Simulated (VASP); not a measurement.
# RbBr (Pm-3m) in VASP: notebook

Runs on RbBr. Level: PBE. Tasks: single point.

Program: VASP 6.6.1. These are calculated values, not measurements. Logs are shortened: lines on timing, memory, paths and dates and some standing lists are left out, and cuts for length are marked.

### 1 The cell of the first run

It takes space group Pm-3m (No. 221, cubic). The conventional cell has a = 4.126 Å, b = 4.126 Å, c = 4.126 Å, α = 90.00°, β = 90.00°, γ = 90.00°. Within 4.7 Å of Rb (site symmetry m-3m) lie 8 Br at 3.57 Å and 6 Rb at 4.13 Å. Br (site symmetry m-3m) has 8 Rb at 3.57 Å and 6 Br at 4.13 Å within 4.7 Å.

### 2 Single point, PBE

File INCAR:

```
PREC     = Accurate       # precision mode
ENCUT    = 520            # plane-wave cutoff, eV
EDIFF    = 1E-6           # SCF threshold, eV
ISMEAR   = -1             # smearing method
SIGMA    = 0.05           # smearing width, eV
LREAL    = F              # projectors in reciprocal space
LASPH    = T              # aspherical terms in the spheres
NELM     = 100            # most SCF steps
ALGO     = Normal         # electronic algorithm
ISIF     = 2              # what is computed and relaxed
LWAVE    = F              # write WAVECAR
LCHARG   = T              # write CHGCAR
GGA      = PE             # functional
LELF     = T              # ELF
LVHAR    = T            
NBANDS   = 15             # bands
```

File KPOINTS:

```
Automatic mesh
0
Gamma
  5 5 5
```

File POSCAR:

```
RbBr
1.0
    4.1260773000      0.0000000000      0.0000000000
    0.0000000000      4.1260773000      0.0000000000
    0.0000000000      0.0000000000      4.1260773000
Rb Br
1 1
Direct
    0.0000000000      0.0000000000      0.0000000000
    0.5000000000      0.5000000000      0.5000000000
```

Potentials or basis: VASP PAW PBE potentials, release 64 (Rb_sv, Br).

Launch:

```console
$ cat potpaw_PBE.64/Rb_sv/POTCAR potpaw_PBE.64/Br/POTCAR > POTCAR
$ mpirun -np 1 vasp_std > vasp.out
```

OUTCAR:

```text
PREC = Accurate
   ENCUT = 520
   EDIFF = 1E-6
   ISMEAR = -1
   LREAL = F
   LASPH = T
   NELM = 100
   ISIF = 2
   GGA = PE

 ion  position               nearest neighbor table
   1  0.000  0.000  0.000-   2 3.57   2 3.57   2 3.57   2 3.57   2 3.57   2 3.57   2 3.57   2 3.57

   2  0.500  0.500  0.500-   1 3.57   1 3.57   1 3.57   1 3.57   1 3.57   1 3.57   1 3.57   1 3.57

  LATTYP: Found a simple cubic cell.
 ALAT       =     4.1260773000

  Lattice vectors:

 A1 = (   4.1260773000,   0.0000000000,   0.0000000000)
 A2 = (   0.0000000000,   4.1260773000,   0.0000000000)
 A3 = (   0.0000000000,   0.0000000000,   4.1260773000)

Analysis of symmetry for initial positions (statically):
=====================================================================
 Subroutine PRICEL returns:
 Original cell was already a primitive cell.

 Routine SETGRP: Setting up the symmetry group for a
 simple cubic supercell.

 Subroutine GETGRP returns: Found 48 space group operations
 (whereof 48 operations were pure point group operations)
 out of a pool of 48 trial point group operations.

The static configuration has the point symmetry O_h .

Analysis of symmetry for dynamics (positions and initial velocities):
=====================================================================
 Subroutine PRICEL returns:
 Original cell was already a primitive cell.

 Routine SETGRP: Setting up the symmetry group for a
 simple cubic supercell.

 Subroutine GETGRP returns: Found 48 space group operations
 (whereof 48 operations were pure point group operations)
 out of a pool of 48 trial point group operations.

The dynamic configuration has the point symmetry O_h .

 Subroutine INISYM returns: Found 48 space group operations
 (whereof 48 operations are pure point group operations),
 and found     1 'primitive' translations

----------------------------------------------------------------------------------------

                                     Primitive cell

  volume of cell :      70.2445

  direct lattice vectors                    reciprocal lattice vectors
     4.126077300  0.000000000  0.000000000     0.242360947  0.000000000  0.000000000
     0.000000000  4.126077300  0.000000000     0.000000000  0.242360947  0.000000000
     0.000000000  0.000000000  4.126077300     0.000000000  0.000000000  0.242360947

  length of vectors
     4.126077300  4.126077300  4.126077300     0.242360947  0.242360947  0.242360947

  position of ions in fractional coordinates (direct lattice)
     0.000000000  0.000000000  0.000000000
     0.500000000  0.500000000  0.500000000

  ion indices of the primitive-cell ions
   primitive index   ion index
                 1           1
                 2           2

----------------------------------------------------------------------------------------

 KPOINTS: Automatic mesh

Automatic generation of k-mesh.
 Grid dimensions read from file:
 generate k-points for:    5    5    5

 Generating k-lattice:

  Cartesian coordinates                     Fractional coordinates (reciprocal lattice)
     0.048472189  0.000000000  0.000000000     0.200000000  0.000000000  0.000000000
     0.000000000  0.048472189  0.000000000     0.000000000  0.200000000  0.000000000
     0.000000000  0.000000000  0.048472189     0.000000000  0.000000000  0.200000000

  Length of vectors
     0.048472189  0.048472189  0.048472189

  Shift w.r.t. Gamma in fractional coordinates (k-lattice)
     0.000000000  0.000000000  0.000000000

 Subroutine IBZKPT returns following result:
 ===========================================

 Found     10 irreducible k-points:

 Following reciprocal coordinates:
            Coordinates               Weight
  0.000000  0.000000  0.000000      1.000000
  0.200000  0.000000  0.000000      6.000000
  0.400000  0.000000  0.000000      6.000000
  0.200000  0.200000  0.000000     12.000000
  0.400000  0.200000  0.000000     24.000000
  0.400000  0.400000  0.000000     12.000000
  0.200000  0.200000  0.200000      8.000000
  0.400000  0.200000  0.200000     24.000000
  0.400000  0.400000  0.200000     24.000000
  0.400000  0.400000  0.400000      8.000000
   k-points           NKPTS =     10   k-points in BZ     NKDIM =     10   number of bands    NBANDS=     15
   number of dos      NEDOS =    301   number of ions     NIONS =      2
   total plane-waves  NPLWV =  32768
   dimension x,y,z NGX =    32 NGY =   32 NGZ =   32
   dimension x,y,z NGXF=    64 NGYF=   64 NGZF=   64
   ions per type =               1   1
   NGX,Y,Z   is equivalent  to a cutoff of  12.89, 12.89, 12.89 a.u.
   NGXF,Y,Z  is equivalent  to a cutoff of  25.79, 25.79, 25.79 a.u.
 SYSTEM =  unknown system
   PREC   = accura    normal or accurate (medium, high low for compatibility)
   ISTART =      0    job   : 0-new  1-cont  2-samecut
   ICHARG =      2    charge: 1-file 2-atom 10-const
   ISPIN  =      1    spin polarized calculation?
   LNONCOLLINEAR =      F non collinear calculations
   LSORBIT =      F    spin-orbit coupling
   LASPH  =      T    aspherical Exc in radial PAW
   ENCUT  =  520.0 eV  38.22 Ry    6.18 a.u.   7.67  7.67  7.67*2*pi/ulx,y,z
   NELM   =    100;   NELMIN=  2; NELMDL= -5     # of ELM steps
   EDIFF  = 0.1E-05   stopping-criterion for ELM
   LREAL  =      F    real-space projection
   EDIFFG = 0.1E-04   stopping-criterion for IOM
   NSW    =      0    number of steps for IOM
   IBRION =     -1    ionic relax: 0-MD 1-quasi-New 2-CG
   NFREE  =      0    steps in history (QN), initial steepest desc. (CG)
   ISIF   =      2    stress and relaxation
   ISYM   =      2    0-nonsym 1-usesym 2-fastsym
   POTIM  = 0.5000    time-step for ionic-motion
   TEBEG  =    0.0;   TEEND  =   0.0 temperature during run
   PSTRESS=    0.0 pullay stress
   NELECT =      16.0000    total number of electrons
   NUPDOWN=      -1.0000    fix difference up-down
   EMIN   =  10.00;   EMAX   =-10.00  energy-range for DOS
   EFERMI =   0.00;   METHOD = LEGACY
   ISMEAR =    -1;   SIGMA  =   0.05  broadening in eV -4-tet -1-fermi 0-gaus
   EFERMI_NEDOS =   21; number of points for ismear=-14 and -15
   IALGO  =     38    algorithm
   IMIX   =      4    mixing-type and parameters
     AMIX     =   0.40;   BMIX     =  1.00
     AMIX_MAG =   1.60;   BMIX_MAG =  1.00
  volume/ion in A,a.u.               =      35.12       237.02
  Fermi-wavevector in a.u.,A,eV,Ry     =   0.999795  1.889338 13.600238  0.999589
  Thomas-Fermi vector in A             =   2.132108
   LORBIT       =      0    0 simple, 1 ext, 2 COOP (PROOUT), +10 PAW based schemes
   GGA     = PE    functional components
   LHFCALC =     F    Hartree Fock is set to
   AEXX    =    0.0000 exact exchange contribution
   IVDW    =     0    specifies the selected vdW correction
   LEPSILON=     F    determine dielectric tensor
   LRPA    =     F    only Hartree local field effects (RPA)
 non-spin polarized calculation
  energy-cutoff  :      520.00
  volume of cell :       70.24
 maximum number of plane-waves:      1908
 NGX is ok and might be reduce to    32
   NGX = 15   NGY = 15   NGZ = 15

 number of electron      16.0000002 magnetization

 Free energy of the ion-electron system (eV)
  ---------------------------------------------------
  ext. energy  EPLUGINS =         0.00000000
  ---------------------------------------------------
  free energy    TOTEN  =        -5.99542794 eV

  energy without entropy =       -5.99542794  energy(sigma->0) =       -5.99542794

 E-fermi :   0.4457     XC(G=0):  -7.9290

 val. band max:       -0.7076554163   @ k =   0.4000   0.4000   0.0000
 cond. band min:       3.4158466927   @ k =   0.0000   0.0000   0.0000
 fundamental gap:      4.1235021090
 Fermi energy:         0.4457467895

 k-point     1 :       0.0000    0.0000    0.0000
  band No.  band energies     occupation
      1     -25.7680      2.00000
      2     -13.2824      2.00000
      3      -9.7513      2.00000
      4      -9.7513      2.00000
      5      -9.7513      2.00000
      6      -0.8182      2.00000
      7      -0.8182      2.00000
      8      -0.8182      2.00000
      9       3.4158      0.00000
     10       4.9147      0.00000
     11       4.9147      0.00000
     12       9.2647      0.00000
     13       9.2647      0.00000
     14       9.2647      0.00000
     15      11.9854      0.00000

 k-point     2 :       0.2000    0.0000    0.0000
  band No.  band energies     occupation
      1     -25.7609      2.00000
      2     -13.2800      2.00000
      3      -9.8014      2.00000
      4      -9.7351      2.00000
      5      -9.7351      2.00000
      6      -1.4794      2.00000
      7      -0.8428      2.00000
      8      -0.8428      2.00000
      9       4.3093      0.00000
     10       5.2135      0.00000
     11       5.7430      0.00000
     12       9.1014      0.00000
     13       9.1014      0.00000
     14       9.4820      0.00000
     15      10.3506      0.00000

 k-point     3 :       0.4000    0.0000    0.0000
  band No.  band energies     occupation
      1     -25.7494      2.00000
      2     -13.2789      2.00000
      3      -9.8705      2.00000
      4      -9.7085      2.00000
      5      -9.7085      2.00000
      6      -2.2686      2.00000
      7      -0.8852      2.00000
      8      -0.8852      2.00000
      9       5.9432      0.00000
     10       5.9819      0.00000
     11       6.9670      0.00000
     12       8.4350      0.00000
     13       9.1159      0.00000
     14       9.1159      0.00000
     15       9.9472      0.00000
[... 91 lines left out ...]
 k-point     9 :       0.4000    0.4000    0.2000
  band No.  band energies     occupation
      1     -25.7261      2.00000
      2     -13.0879      2.00000
      3     -10.0036      2.00000
      4      -9.9801      2.00000
      5      -9.7885      2.00000
      6      -1.7955      2.00000
      7      -1.7410      2.00000
      8      -1.2002      2.00000
      9       5.6059      0.00000
     10       6.6116      0.00000
     11       7.3253      0.00000
     12       7.4706      0.00000
     13       9.0166      0.00000
     14       9.0417      0.00000
     15      11.2594      0.00000

 k-point    10 :       0.4000    0.4000    0.4000
  band No.  band energies     occupation
      1     -25.7159      2.00000
      2     -13.0201      2.00000
      3      -9.9655      2.00000
      4      -9.9583      2.00000
      5      -9.9583      2.00000
      6      -1.8863      2.00000
      7      -1.8863      2.00000
      8      -1.7968      2.00000
      9       6.7420      0.00000
     10       7.3330      0.00000
     11       7.3330      0.00000
     12       8.3048      0.00000
     13       8.6951      0.00000
     14       8.6951      0.00000
     15      11.6337      0.00000

------------------------ aborting loop because EDIFF is reached ----------------------------------------

  FORCE on cell =-STRESS in cart. coord.  units (eV):
  Direction    XX          YY          ZZ          XY          YZ          ZX
  --------------------------------------------------------------------------------------
  -------------------------------------------------------------------------------------
  Total        0.3636411      0.3636411      0.3636411     -0.0000000     -0.0000000     -0.0000000
  in kB        8.2941419      8.2941419      8.2941419     -0.0000000     -0.0000000     -0.0000000
  external PRESSURE =       8.2941419 kB  Pullay stress =       0.0000000 kB

 VOLUME and BASIS-vectors are now :
 -----------------------------------------------------------------------------
  energy-cutoff  :      520.00
  volume of cell :       70.24
      direct lattice vectors                 reciprocal lattice vectors
     4.126077300  0.000000000  0.000000000     0.242360947  0.000000000  0.000000000
     0.000000000  4.126077300  0.000000000     0.000000000  0.242360947  0.000000000
     0.000000000  0.000000000  4.126077300     0.000000000  0.000000000  0.242360947

 POSITION                                       TOTAL-FORCE (eV/Angst)
 -----------------------------------------------------------------------------------
      0.00000      0.00000      0.00000         0.000000      0.000000      0.000000
      2.06304      2.06304      2.06304         0.000000      0.000000      0.000000
 -----------------------------------------------------------------------------------
    total drift:                                0.000000      0.000000     -0.000000

  FREE ENERGIE OF THE ION-ELECTRON SYSTEM (eV)
  ---------------------------------------------------
  free  energy   TOTEN  =        -5.9954279404 eV

  energy  without entropy=       -5.9954279404  energy(sigma->0) =       -5.99542794
```

It took 20 s on 1 thread of AMD EPYC 7R13, shared host; peak memory 0.14 GiB.

What came out:

```yaml
Free_energy: -5.9954 eV
Pressure: 0.8 GPa
Band_gap_on_the_k_mesh: 4.12 eV (least direct gap 4.23 eV)
```

Levels at points of the mesh, in eV from the valence-band top:
```
           k point  band 6  band 7  band 8  band 9  band 10  band 11
(0.00, 0.00, 0.00)   -0.11   -0.11   -0.11    4.12     5.62     5.62
```

Caveat: an odd mesh through Γ misses points on the zone boundary, where band edges can lie.

### 3 Single point, PBE

This run uses another cell than the first one, of 36.85 Å³/atom.

File INCAR:

```
SYSTEM = RbBr
PREC = Accurate ; ENCUT = 520
EDIFF = 1E-6 ; ISMEAR = -1
SIGMA = 0.05 ; LREAL = .FALSE.
LASPH = .TRUE. ; NELM = 100
ALGO = Normal ; ISIF = 2
LWAVE = .FALSE. ; LCHARG = .FALSE.
GGA = PE ; NBANDS = 15
```

File KPOINTS:

```
Automatic mesh
0
G
  5 5 5
  0 0 0
```

File POSCAR:

```
RbBr
1.0
    4.1928263887      0.0000000000      0.0000000000
    0.0000000000      4.1928263887      0.0000000000
    0.0000000000      0.0000000000      4.1928263887
Rb Br
1 1
Direct
    0.0000000000      0.0000000000      0.0000000000
    0.5000000000      0.5000000000      0.5000000000
```

Potentials or basis: VASP PAW PBE potentials, release 64 (Rb_sv, Br).

Launch:

```console
$ cat potpaw_PBE.64/Rb_sv/POTCAR potpaw_PBE.64/Br/POTCAR > POTCAR
$ mpirun -np 1 vasp_std > vasp.out
```

It took 18 s on 1 thread of AMD EPYC 7R13, shared host; peak memory 0.14 GiB.

It converged, with:

- Free energy: -6.0049 eV
- Pressure: 0.1 GPa
- Band gap on the k mesh: 3.96 eV (least direct gap 4.07 eV)

Levels at points of the mesh, in eV from the valence-band top:
```tsv
k point	band 5	band 6	band 7	band 8	band 9	band 10	band 11	band 12
(0.00, 0.00, 0.00)	-9.13	-0.11	-0.11	-0.11	3.96	5.67	5.67	9.83
```

Caveat: an odd mesh through Γ misses points on the zone boundary, where band edges can lie.
